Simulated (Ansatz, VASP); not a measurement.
# Two plane-wave programs on SrMg

```
Sr Mg
1.0
     3.78300    0.00000    0.00000
     0.00000    3.78300    0.00000
     0.00000    0.00000    3.84150
Sr Mg
1 1
Direct
  0.50000 0.50000 0.50000
  0.00000 0.00000 0.00000
```

Change from the starting cell: strain -0.030 along x and y, -0.015 along z, atoms carried along.

Alike in both runs: task single point; functional LDA; k mesh 12 × 12 × 12; occupations gaussian, width 0.15 eV; no spin polarisation.

```csv
,VASP,Ansatz
version,VASP 6.6.1,Ansatz 0.2.0
potentials or method,"VASP PAW LDA potentials, release 64 (Sr_sv, Mg), cutoff 520 eV","scalar-relativistic, plane waves, PAW"
valence electrons in the cell,12,20
```

|  | VASP | Ansatz | Ansatz less VASP |
| --- | --- | --- | --- |
| gap on the k mesh at the Fermi level (eV) | none | none | - |
| pressure (GPa) | 6.4 | 6.5 | +0.12 |
| traceless stress, the component that is largest in VASP (GPa) | -0.10 | -0.10 | +0.003 |

LDA's correlation is that of Perdew and Zunger in VASP and of Perdew and Wang (1992) in Ansatz. A gap of «none» marks a metal or a gap that the smearing closes. VASP's potentials hold 12 valence electrons a cell and Ansatz's 20, so a difference there can come from the potentials and not from the codes.
